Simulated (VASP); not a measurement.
# GaN (Fm-3m) in VASP: notebook

The runs below take GaN through electric field gradients, density of states, with PBEsol.

All numbers are computed with VASP 6.6.1; they aren't measurements. Logs are shortened: lines on timing, memory, paths and dates and some standing lists are left out, and cuts for length are marked.

### Step 1. The cell of the first run

The structure is cubic, space group Fm-3m (No. 225). Conventional cell: a = 4.011 Å, b = 4.011 Å, c = 4.011 Å, α = 90.00°, β = 90.00°, γ = 90.00°. Within 2.7 Å of Ga (site symmetry m-3m) lie 6 N at 2.01 Å. N (site symmetry m-3m) has 6 Ga at 2.01 Å within 2.7 Å.

### Step 2. Electric field gradients, PBEsol (volume scaled by 1.02)

INCAR

```
  ALGO = Normal
  EDIFF = 1E-8
  ENCUT = 520
  GGA = PS
  ISIF = 2
  ISMEAR = -1
  LASPH = T
  LCHARG = F
  LEFG = T
  LREAL = F
  LWAVE = F
  NBANDS = 16
  NELM = 80
  PREC = Accurate
  SIGMA = 0.02
```

KPOINTS

```
k-points
0
Gamma
  10 10 10
```

POSCAR

```
GaN
1.0
    0.0000000000      2.0056957488      2.0056957488
    2.0056957488      0.0000000000      2.0056957488
    2.0056957488      2.0056957488      0.0000000000
Ga N
1 1
Direct
    0.5000000000      0.5000000000      0.5000000000
    0.0000000000      0.0000000000      0.0000000000
```

Potentials or basis: VASP PAW PBE potentials, release 64 (Ga_d, N).

Launch:

```sh
$ cat potpaw_PBE.64/Ga_d/POTCAR potpaw_PBE.64/N/POTCAR > POTCAR
$ mpirun -np 1 vasp_std > vasp.out
```

OUTCAR:

```text
EDIFF = 1E-8
   ENCUT = 520
   GGA = PS
   ISIF = 2
   ISMEAR = -1
   LASPH = T
   LREAL = F
   NELM = 80
   PREC = Accurate

 ion  position               nearest neighbor table
   1  0.500  0.500  0.500-   2 2.01   2 2.01   2 2.01   2 2.01   2 2.01   2 2.01
   2  0.000  0.000  0.000-   1 2.01   1 2.01   1 2.01   1 2.01   1 2.01   1 2.01

  LATTYP: Found a face centered cubic cell.
 ALAT       =     4.0113914976

  Lattice vectors:

 A1 = (   0.0000000000,   2.0056957488,   2.0056957488)
 A2 = (   2.0056957488,   0.0000000000,   2.0056957488)
 A3 = (   2.0056957488,   2.0056957488,   0.0000000000)

Analysis of symmetry for initial positions (statically):
=====================================================================
 Subroutine PRICEL returns:
 Original cell was already a primitive cell.

 Routine SETGRP: Setting up the symmetry group for a
 face centered cubic supercell.

 Subroutine GETGRP returns: Found 48 space group operations
 (whereof 48 operations were pure point group operations)
 out of a pool of 48 trial point group operations.

The static configuration has the point symmetry O_h .

Analysis of symmetry for dynamics (positions and initial velocities):
=====================================================================
 Subroutine PRICEL returns:
 Original cell was already a primitive cell.

 Routine SETGRP: Setting up the symmetry group for a
 face centered cubic supercell.

 Subroutine GETGRP returns: Found 48 space group operations
 (whereof 48 operations were pure point group operations)
 out of a pool of 48 trial point group operations.

The dynamic configuration has the point symmetry O_h .

 Subroutine INISYM returns: Found 48 space group operations
 (whereof 48 operations are pure point group operations),
 and found     1 'primitive' translations

----------------------------------------------------------------------------------------

                                     Primitive cell

  volume of cell :      16.1371

  direct lattice vectors                    reciprocal lattice vectors
     0.000000000  2.005695749  2.005695749    -0.249290053  0.249290053  0.249290053
     2.005695749  0.000000000  2.005695749     0.249290053 -0.249290053  0.249290053
     2.005695749  2.005695749  0.000000000     0.249290053  0.249290053 -0.249290053

  length of vectors
     2.836482130  2.836482130  2.836482130     0.431783038  0.431783038  0.431783038

  position of ions in fractional coordinates (direct lattice)
     0.500000000  0.500000000  0.500000000
     0.000000000  0.000000000  0.000000000

  ion indices of the primitive-cell ions
   primitive index   ion index
                 1           1
                 2           2

----------------------------------------------------------------------------------------

 KPOINTS: k-points

Automatic generation of k-mesh.
 Grid dimensions read from file:
 generate k-points for:   10   10   10

 Generating k-lattice:

  Cartesian coordinates                     Fractional coordinates (reciprocal lattice)
    -0.024929005  0.024929005  0.024929005     0.100000000  0.000000000  0.000000000
     0.024929005 -0.024929005  0.024929005     0.000000000  0.100000000  0.000000000
     0.024929005  0.024929005 -0.024929005     0.000000000  0.000000000  0.100000000

  Length of vectors
     0.043178304  0.043178304  0.043178304

  Shift w.r.t. Gamma in fractional coordinates (k-lattice)
     0.000000000  0.000000000  0.000000000

 Subroutine IBZKPT returns following result:
 ===========================================

 Found     47 irreducible k-points:

 Following reciprocal coordinates:
            Coordinates               Weight
  0.000000  0.000000  0.000000      1.000000
  0.100000  0.000000  0.000000      8.000000
  0.200000  0.000000  0.000000      8.000000
  0.300000  0.000000  0.000000      8.000000
  0.400000  0.000000  0.000000      8.000000
  0.500000  0.000000  0.000000      4.000000
[... 16 lines left out ...]
  0.300000  0.300000  0.000000      6.000000
  0.400000  0.300000  0.000000     24.000000
 [... further k-points ...]
   k-points           NKPTS =     47   k-points in BZ     NKDIM =     47   number of bands    NBANDS=     16
   number of dos      NEDOS =    301   number of ions     NIONS =      2
   total plane-waves  NPLWV =  13824
   dimension x,y,z NGX =    24 NGY =   24 NGZ =   24
   dimension x,y,z NGXF=    48 NGYF=   48 NGZF=   48
   ions per type =               1   1
   NGX,Y,Z   is equivalent  to a cutoff of  14.07, 14.07, 14.07 a.u.
   NGXF,Y,Z  is equivalent  to a cutoff of  28.13, 28.13, 28.13 a.u.
 SYSTEM =  unknown system
   PREC   = accura    normal or accurate (medium, high low for compatibility)
   ISTART =      0    job   : 0-new  1-cont  2-samecut
   ICHARG =      2    charge: 1-file 2-atom 10-const
   ISPIN  =      1    spin polarized calculation?
   LNONCOLLINEAR =      F non collinear calculations
   LSORBIT =      F    spin-orbit coupling
   LASPH  =      T    aspherical Exc in radial PAW
   ENCUT  =  520.0 eV  38.22 Ry    6.18 a.u.   5.27  5.27  5.27*2*pi/ulx,y,z
   NELM   =     80;   NELMIN=  2; NELMDL= -5     # of ELM steps
   EDIFF  = 0.1E-07   stopping-criterion for ELM
   LREAL  =      F    real-space projection
   EDIFFG = 0.1E-06   stopping-criterion for IOM
   NSW    =      0    number of steps for IOM
   IBRION =     -1    ionic relax: 0-MD 1-quasi-New 2-CG
   NFREE  =      0    steps in history (QN), initial steepest desc. (CG)
   ISIF   =      2    stress and relaxation
   ISYM   =      2    0-nonsym 1-usesym 2-fastsym
   POTIM  = 0.5000    time-step for ionic-motion
   TEBEG  =    0.0;   TEEND  =   0.0 temperature during run
   PSTRESS=    0.0 pullay stress
   NELECT =      18.0000    total number of electrons
   NUPDOWN=      -1.0000    fix difference up-down
   EMIN   =  10.00;   EMAX   =-10.00  energy-range for DOS
   EFERMI =   0.00;   METHOD = LEGACY
   ISMEAR =    -1;   SIGMA  =   0.02  broadening in eV -4-tet -1-fermi 0-gaus
   EFERMI_NEDOS =   21; number of points for ismear=-14 and -15
   IALGO  =     38    algorithm
   IMIX   =      4    mixing-type and parameters
     AMIX     =   0.40;   BMIX     =  1.00
     AMIX_MAG =   1.60;   BMIX_MAG =  1.00
  volume/ion in A,a.u.               =       8.07        54.45
  Fermi-wavevector in a.u.,A,eV,Ry     =   1.697816  3.208407 39.219869  2.882579
  Thomas-Fermi vector in A             =   2.778428
   LORBIT       =      0    0 simple, 1 ext, 2 COOP (PROOUT), +10 PAW based schemes
   GGA     = PS    functional components
   LHFCALC =     F    Hartree Fock is set to
   AEXX    =    0.0000 exact exchange contribution
   IVDW    =     0    specifies the selected vdW correction
   LEPSILON=     F    determine dielectric tensor
   LRPA    =     F    only Hartree local field effects (RPA)
 non-spin polarized calculation
  energy-cutoff  :      520.00
  volume of cell :       16.14
 maximum number of plane-waves:       444
 NGX is ok and might be reduce to    24
   NGX = 11   NGY = 11   NGZ = 11

 number of electron      18.0000001 magnetization

 Free energy of the ion-electron system (eV)
  ---------------------------------------------------
  ext. energy  EPLUGINS =         0.00000000
  ---------------------------------------------------
  free energy    TOTEN  =       -11.89041135 eV

  energy without entropy =      -11.89041135  energy(sigma->0) =      -11.89041135

 E-fermi :  10.3913     XC(G=0): -14.2072

 val. band max:        9.8777243867   @ k =  -0.2000   0.2000   0.0000
 cond. band min:      11.4619759412   @ k =   0.5000   0.5000   0.0000
 fundamental gap:      1.5842515546
 Fermi energy:        10.3913233321

 k-point     1 :       0.0000    0.0000    0.0000
  band No.  band energies     occupation
      1      -9.1438      2.00000
      2      -4.0517      2.00000
      3      -4.0517      2.00000
      4      -4.0517      2.00000
      5      -3.9055      2.00000
      6      -3.9055      2.00000
[... 8 lines left out ...]
     15      27.9984      0.00000
     16      27.9984      0.00000

 k-point     2 :       0.1000    0.0000    0.0000
  band No.  band energies     occupation
      1      -8.9151      2.00000
      2      -4.0687      2.00000
      3      -4.0383      2.00000
      4      -4.0383      2.00000
      5      -3.9280      2.00000
      6      -3.9280      2.00000
[... 8 lines left out ...]
     15      27.4540      0.00000
     16      27.4540      0.00000
[... 387 lines left out ...]
      5      -3.7945      2.00000
      6      -3.7662      2.00000
[... 8 lines left out ...]
     15      35.8457      0.00000
     16      38.2462      0.00000

 k-point    24 :       0.4000    0.3000    0.0000
  band No.  band energies     occupation
      1      -6.7502      2.00000
      2      -4.2813      2.00000
      3      -3.8562      2.00000
      4      -3.8133      2.00000
      5      -3.6898      2.00000
      6      -3.0788      2.00000
[... 8 lines left out ...]
     15      36.7620      0.00000
     16      38.6500      0.00000

 [... further k-points ...]
[... 5 lines left out ...]
  --------------------------------------------------------------------------------------
  -------------------------------------------------------------------------------------
  Total        5.0783696      5.0783696      5.0783696      0.0000000     -0.0000000      0.0000000
  in kB      504.2079967    504.2079967    504.2079967      0.0000000     -0.0000000      0.0000000
  external PRESSURE =     504.2079967 kB  Pullay stress =       0.0000000 kB

 VOLUME and BASIS-vectors are now :
 -----------------------------------------------------------------------------
  energy-cutoff  :      520.00
  volume of cell :       16.14
      direct lattice vectors                 reciprocal lattice vectors
     0.000000000  2.005695749  2.005695749    -0.249290053  0.249290053  0.249290053
     2.005695749  0.000000000  2.005695749     0.249290053 -0.249290053  0.249290053
     2.005695749  2.005695749  0.000000000     0.249290053  0.249290053 -0.249290053

 POSITION                                       TOTAL-FORCE (eV/Angst)
 -----------------------------------------------------------------------------------
      2.00570      2.00570      2.00570        -0.000000     -0.000000     -0.000000
      0.00000      0.00000      0.00000         0.000000      0.000000      0.000000
 -----------------------------------------------------------------------------------
    total drift:                                0.000000     -0.000000      0.000000

  FREE ENERGIE OF THE ION-ELECTRON SYSTEM (eV)
  ---------------------------------------------------
  free  energy   TOTEN  =       -11.8904113517 eV

  energy  without entropy=      -11.8904113517  energy(sigma->0) =      -11.89041135

 Electric field gradients (V/A^2)
---------------------------------------------------------------------
 ion       V_xx      V_yy      V_zz      V_xy      V_xz      V_yz
---------------------------------------------------------------------
   1       0.000    -0.000    -0.000    -0.002    -0.002    -0.002
   2      -0.000     0.000     0.000    -0.000    -0.000    -0.000
---------------------------------------------------------------------

 Electric field gradients after diagonalization (V/A^2)
 (convention: |V_zz| > |V_xx| > |V_yy|)
----------------------------------------------------------------------
 ion       V_xx      V_yy      V_zz     asymmetry (V_yy - V_xx)/ V_zz
----------------------------------------------------------------------
   1       0.002     0.002    -0.003       0.000
   2       0.000     0.000    -0.000       0.000
----------------------------------------------------------------------

           NMR quadrupolar parameters

 Cq : quadrupolar parameter    Cq=e*Q*V_zz/h
 eta: asymmetry parameters     (V_yy - V_xx)/ V_zz
 Q  : nuclear electric quadrupole moment in mb (millibarn)
----------------------------------------------------------------------
 ion       Cq(MHz)       eta       Q (mb)
----------------------------------------------------------------------
   1      -0.000       0.000       1.000
   2      -0.000       0.000       1.000
----------------------------------------------------------------------
```

Wall time 25 s (1 thread of Intel Xeon 8259CL, shared host); peak memory 0.15 GiB.

Results:

```yaml
Free_energy: -11.8904 eV
Pressure: 50.4 GPa
Band_gap_on_the_k_mesh: 1.58 eV, indirect (least direct gap 4.92 eV)
```

Levels at points of the mesh, in eV from the valence-band top:
```
           k point  band 5  band 6  band 7  band 8  band 9  band 10  band 11  band 12  band 13  band 14
(0.00, 0.00, 0.00)  -13.78  -13.78   -0.72   -0.72   -0.72     4.20    15.58    15.58    15.58    16.41
(0.50, 0.00, 0.00)  -13.58  -13.58   -9.10   -0.13   -0.13     5.30     9.91     9.91    11.60    17.80
(0.50, 0.50, 0.00)  -13.49  -10.48   -8.51   -3.71   -3.71     1.58     7.88    13.50    16.58    16.58
```

Caveat: without QUAD_EFG the Cq values of the log hold for a quadrupole moment of 1 mb, not for the nuclei; the PAW data sets were made with another functional, which shifts forces and pressure a little. A k mesh can miss the band edges.

(Continued in part 2 of 2.)
